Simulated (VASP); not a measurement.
# YbC (F-43m) in VASP: single point with r2SCAN

Aim: the single point of YbC with r2SCAN.

Everything below comes from runs of VASP 6.6.1. Logs are shortened: lines on timing, memory, paths and dates and some standing lists are left out, and cuts for length are marked.

## 1. The cell of the first run

It takes space group F-43m (No. 216, cubic). The conventional cell has a = 5.393 Å, b = 5.393 Å, c = 5.393 Å, α = 90.00°, β = 90.00°, γ = 90.00°. Yb (site symmetry -43m) has 4 C at 2.34 Å within 3.1 Å. C (site symmetry -43m) has 4 Yb at 2.34 Å within 3.1 Å.

## 2. Single point, r2SCAN, collinear spin, ferromagnetic start (19.60 Å³/atom)

The input, POSCAR:

```
YbC
1.0
    0.0000000000      2.6963743456      2.6963743456
    2.6963743456      0.0000000000      2.6963743456
    2.6963743456      2.6963743456      0.0000000000
Yb C
1 1
Direct
    0.0000000000      0.0000000000      0.0000000000
    0.2500000000      0.2500000000      0.2500000000
```

The input, INCAR.step1:

```
PREC = Accurate ; ENCUT = 520
ISMEAR = 0 ; SIGMA = 0.05
LREAL = F ; LASPH = T
NELM = 150 ; ISPIN = 2
MAGMOM = 0.81 0 ; LMAXMIX = 6
NBANDS = 25 ; GGA = PE
ALGO = Normal ; EDIFF = 1E-4
LWAVE = T ; LCHARG = F
```

The input, INCAR.step2:

```
PREC = Accurate ; ENCUT = 520
EDIFF = 1E-6 ; ISMEAR = 0
SIGMA = 0.05 ; LREAL = F
LASPH = T ; NELM = 150
ALGO = Normal ; ISIF = 2
LWAVE = F ; LCHARG = F
ISPIN = 2 ; MAGMOM = 0.81 0
LORBIT = 11 ; LMAXMIX = 6
METAGGA = R2SCAN ; LMIXTAU = T
NBANDS = 25 ; ISTART = 1
```

The input, KPOINTS:

```
regular mesh
0
Gamma
  12 12 12
```

Potentials or basis: VASP PAW PBE potentials, release 64 (Yb, C).

Command:

```console
$ cat potpaw_PBE.64/Yb/POTCAR potpaw_PBE.64/C/POTCAR > POTCAR
$ cp INCAR.step1 INCAR
$ mpirun -np 1 vasp_std > vasp.out
$ cp INCAR.step2 INCAR
$ mpirun -np 1 vasp_std > vasp.out
```

OUTCAR:

```text
PREC = Accurate
   ENCUT = 520
   EDIFF = 1E-6
   ISMEAR = 0
   LREAL = F
   LASPH = T
   NELM = 150
   ISIF = 2
   ISPIN = 2
   LORBIT = 11
   METAGGA = R2SCAN
   ISTART = 1

 ion  position               nearest neighbor table
   1  0.000  0.000  0.000-   2 2.34   2 2.34   2 2.34   2 2.34
   2  0.250  0.250  0.250-   1 2.34   1 2.34   1 2.34   1 2.34

  LATTYP: Found a face centered cubic cell.
 ALAT       =     5.3927486912

  Lattice vectors:

 A1 = (   0.0000000000,   2.6963743456,   2.6963743456)
 A2 = (   2.6963743456,   0.0000000000,   2.6963743456)
 A3 = (   2.6963743456,   2.6963743456,   0.0000000000)

Analysis of symmetry for initial positions (statically):
=====================================================================
 Subroutine PRICEL returns:
 Original cell was already a primitive cell.

 Routine SETGRP: Setting up the symmetry group for a
 face centered cubic supercell.

 Subroutine GETGRP returns: Found 24 space group operations
 (whereof 24 operations were pure point group operations)
 out of a pool of 48 trial point group operations.

The static configuration has the point symmetry T_d .

Analysis of symmetry for dynamics (positions and initial velocities):
=====================================================================
 Subroutine PRICEL returns:
 Original cell was already a primitive cell.

 Routine SETGRP: Setting up the symmetry group for a
 face centered cubic supercell.

 Subroutine GETGRP returns: Found 24 space group operations
 (whereof 24 operations were pure point group operations)
 out of a pool of 48 trial point group operations.

The dynamic configuration has the point symmetry T_d .

Analysis of structural, dynamic, and magnetic symmetry:
=====================================================================
 Subroutine PRICEL returns:
 Original cell was already a primitive cell.

 Routine SETGRP: Setting up the symmetry group for a
 face centered cubic supercell.

 Subroutine GETGRP returns: Found 24 space group operations
 (whereof 24 operations were pure point group operations)
 out of a pool of 48 trial point group operations.

The overall configuration has the point symmetry T_d .

 Subroutine INISYM returns: Found 24 space group operations
 (whereof 24 operations are pure point group operations),
 and found     1 'primitive' translations

----------------------------------------------------------------------------------------

                                     Primitive cell

  volume of cell :      39.2076

  direct lattice vectors                    reciprocal lattice vectors
     0.000000000  2.696374346  2.696374346    -0.185434193  0.185434193  0.185434193
     2.696374346  0.000000000  2.696374346     0.185434193 -0.185434193  0.185434193
     2.696374346  2.696374346  0.000000000     0.185434193  0.185434193 -0.185434193

  length of vectors
     3.813249169  3.813249169  3.813249169     0.321181443  0.321181443  0.321181443

  position of ions in fractional coordinates (direct lattice)
     0.000000000  0.000000000  0.000000000
     0.250000000  0.250000000  0.250000000

  ion indices of the primitive-cell ions
   primitive index   ion index
                 1           1
                 2           2

----------------------------------------------------------------------------------------

 KPOINTS: regular mesh

Automatic generation of k-mesh.
 Grid dimensions read from file:
 generate k-points for:   12   12   12

 Generating k-lattice:

  Cartesian coordinates                     Fractional coordinates (reciprocal lattice)
    -0.015452849  0.015452849  0.015452849     0.083333333  0.000000000  0.000000000
     0.015452849 -0.015452849  0.015452849     0.000000000  0.083333333  0.000000000
     0.015452849  0.015452849 -0.015452849     0.000000000  0.000000000  0.083333333

  Length of vectors
     0.026765120  0.026765120  0.026765120

  Shift w.r.t. Gamma in fractional coordinates (k-lattice)
     0.000000000  0.000000000  0.000000000

 Subroutine IBZKPT returns following result:
 ===========================================

 Found     72 irreducible k-points:

 Following reciprocal coordinates:
            Coordinates               Weight
  0.000000  0.000000  0.000000      1.000000
  0.083333  0.000000  0.000000      8.000000
  0.166667  0.000000  0.000000      8.000000
  0.250000  0.000000  0.000000      8.000000
  0.333333  0.000000  0.000000      8.000000
  0.416667  0.000000  0.000000      8.000000
[... 16 lines left out ...]
  0.500000  0.166667  0.000000     24.000000
 -0.416667  0.166667  0.000000     24.000000
 [... further k-points ...]
   k-points           NKPTS =     72   k-points in BZ     NKDIM =     72   number of bands    NBANDS=     25
   number of dos      NEDOS =    301   number of ions     NIONS =      2
   total plane-waves  NPLWV =  21952
   dimension x,y,z NGX =    28 NGY =   28 NGZ =   28
   dimension x,y,z NGXF=    56 NGYF=   56 NGZF=   56
   ions per type =               1   1
   NGX,Y,Z   is equivalent  to a cutoff of  12.21, 12.21, 12.21 a.u.
   NGXF,Y,Z  is equivalent  to a cutoff of  24.41, 24.41, 24.41 a.u.
 SYSTEM =  unknown system
   PREC   = accura    normal or accurate (medium, high low for compatibility)
   ISTART =      1    job   : 0-new  1-cont  2-samecut
   ICHARG =      0    charge: 1-file 2-atom 10-const
   ISPIN  =      2    spin polarized calculation?
   LNONCOLLINEAR =      F non collinear calculations
   LSORBIT =      F    spin-orbit coupling
   LASPH  =      T    aspherical Exc in radial PAW
   ENCUT  =  520.0 eV  38.22 Ry    6.18 a.u.   7.09  7.09  7.09*2*pi/ulx,y,z
   NELM   =    150;   NELMIN=  2; NELMDL=  0     # of ELM steps
   EDIFF  = 0.1E-05   stopping-criterion for ELM
   LREAL  =      F    real-space projection
   EDIFFG = 0.1E-04   stopping-criterion for IOM
   NSW    =      0    number of steps for IOM
   IBRION =     -1    ionic relax: 0-MD 1-quasi-New 2-CG
   NFREE  =      0    steps in history (QN), initial steepest desc. (CG)
   ISIF   =      2    stress and relaxation
   ISYM   =      2    0-nonsym 1-usesym 2-fastsym
   POTIM  = 0.5000    time-step for ionic-motion
   TEBEG  =    0.0;   TEEND  =   0.0 temperature during run
   PSTRESS=    0.0 pullay stress
   NELECT =      28.0000    total number of electrons
   NUPDOWN=      -1.0000    fix difference up-down
   EMIN   =  10.00;   EMAX   =-10.00  energy-range for DOS
   EFERMI =   0.00;   METHOD = LEGACY
   ISMEAR =     0;   SIGMA  =   0.05  broadening in eV -4-tet -1-fermi 0-gaus
   EFERMI_NEDOS =   21; number of points for ismear=-14 and -15
   IALGO  =     38    algorithm
   IMIX   =      4    mixing-type and parameters
     AMIX     =   0.40;   BMIX     =  1.00
     AMIX_MAG =   1.60;   BMIX_MAG =  1.00
  volume/ion in A,a.u.               =      19.60       132.29
  Fermi-wavevector in a.u.,A,eV,Ry     =   1.463313  2.765261 29.133963  2.141286
  Thomas-Fermi vector in A             =   2.579423
   LORBIT       =     11    0 simple, 1 ext, 2 COOP (PROOUT), +10 PAW based schemes
   METAGGA = R2SCAN    functional components
   LHFCALC =     F    Hartree Fock is set to
   AEXX    =    0.0000 exact exchange contribution
   IVDW    =     0    specifies the selected vdW correction
   LEPSILON=     F    determine dielectric tensor
   LRPA    =     F    only Hartree local field effects (RPA)
 spin polarized calculation
 Gauss-broadening in eV      SIGMA  =   0.05
  energy-cutoff  :      520.00
  volume of cell :       39.21
 maximum number of plane-waves:      1067
   NGX = 15   NGY = 15   NGZ = 15

 number of electron      27.9999994 magnetization       2.0000623

 Free energy of the ion-electron system (eV)
  ---------------------------------------------------
  ext. energy  EPLUGINS =         0.00000000
  ---------------------------------------------------
  free energy    TOTEN  =       -44.13937321 eV

  energy without entropy =      -44.13929093  energy(sigma->0) =      -44.13933207

 E-fermi :   1.1579     XC(G=0): -10.8297

 val. band max:        1.0571226194   @ k =   0.5000   0.0000   0.0000
 cond. band min:       1.1865734902   @ k =   0.0000   0.0000   0.0000
 fundamental gap:      0.1294508708
 Fermi energy:         1.1578586502

 spin component 1

 k-point     1 :       0.0000    0.0000    0.0000
  band No.  band energies     occupation
      1     -51.7381      1.00000
      2     -23.0806      1.00000
      3     -23.0806      1.00000
      4     -23.0806      1.00000
      5      -9.7787      1.00000
      6      -0.8453      1.00000
[... 17 lines left out ...]
     24      15.4145      0.00000
     25      16.3640      0.00000
[... 621 lines left out ...]
      3     -23.1892      1.00000
      4     -23.1409      1.00000
      5      -8.5669      1.00000
      6      -1.2493      1.00000
[... 17 lines left out ...]
     24      17.4766      0.00000
     25      18.5532      0.00000

 [... further k-points ...]

 spin component 2

 k-point     1 :       0.0000    0.0000    0.0000
  band No.  band energies     occupation
      1     -51.3268      1.00000
      2     -22.7749      1.00000
      3     -22.7747      1.00000
      4     -22.7747      1.00000
      5      -8.1724      1.00000
      6       0.2539      1.00000
[... 17 lines left out ...]
     24      16.0526      0.00000
     25      16.2548      0.00000
[... 621 lines left out ...]
      3     -22.8774      1.00000
      4     -22.8315      1.00000
      5      -6.7360      1.00000
      6      -0.1371      1.00000
[... 17 lines left out ...]
     24      18.1357      0.00000
     25      19.2114      0.00000

 [... further k-points ...]

------------------------ aborting loop because EDIFF is reached ----------------------------------------

  FORCE on cell =-STRESS in cart. coord.  units (eV):
  Direction    XX          YY          ZZ          XY          YZ          ZX
  --------------------------------------------------------------------------------------
  -------------------------------------------------------------------------------------
  Total        0.0994694      0.0994694      0.0994694      0.0000000      0.0000000      0.0000000
  in kB        4.0647090      4.0647090      4.0647090      0.0000000      0.0000000      0.0000000
  external PRESSURE =       4.0647090 kB  Pullay stress =       0.0000000 kB

 VOLUME and BASIS-vectors are now :
 -----------------------------------------------------------------------------
  energy-cutoff  :      520.00
  volume of cell :       39.21
      direct lattice vectors                 reciprocal lattice vectors
     0.000000000  2.696374346  2.696374346    -0.185434193  0.185434193  0.185434193
     2.696374346  0.000000000  2.696374346     0.185434193 -0.185434193  0.185434193
     2.696374346  2.696374346  0.000000000     0.185434193  0.185434193 -0.185434193

 POSITION                                       TOTAL-FORCE (eV/Angst)
 -----------------------------------------------------------------------------------
      0.00000      0.00000      0.00000        -0.000000      0.000000     -0.000000
      1.34819      1.34819      1.34819         0.000000     -0.000000      0.000000
 -----------------------------------------------------------------------------------
    total drift:                                0.000003      0.000003      0.000003

  FREE ENERGIE OF THE ION-ELECTRON SYSTEM (eV)
  ---------------------------------------------------
  free  energy   TOTEN  =       -44.1393732145 eV

  energy  without entropy=      -44.1392909303  energy(sigma->0) =      -44.13933207

 total charge

# of ion       s       p       d       f       tot
--------------------------------------------------
    1        2.178   6.030   0.526  13.321  22.056
    2        0.933   1.371   0.000   0.000   2.303
--------------------------------------------------
tot          3.110   7.401   0.526  13.321  24.359

 magnetization (x)

# of ion       s       p       d       f       tot
--------------------------------------------------
    1        0.011   0.055   0.131   0.625   0.822
    2        0.032   0.596   0.000   0.000   0.629
--------------------------------------------------
tot          0.044   0.651   0.131   0.625   1.451
```

Wall time 27 min (1 thread of Intel Xeon 8259CL, shared host); peak memory 0.28 GiB.

What came out:

| Item | Value |
| --- | --- |
| Free energy | -44.1394 eV |
| Pressure | 0.4 GPa |
| Band gap on the k mesh | zero (filled and empty bands touch) |
| Net moment | 2.00 μB per cell |
| Site moments | Yb +0.82; C +0.63 μB |
| Valence electrons inside the program's atomic spheres | Yb 22.06; C 2.30 |

Caveat: the PAW data sets were made with another functional, which shifts forces and pressure a little; spin-orbit coupling is left out, which moves the levels of the heavy elements.

The gap in the log of VASP goes by the Fermi energy; the results here count the filled bands.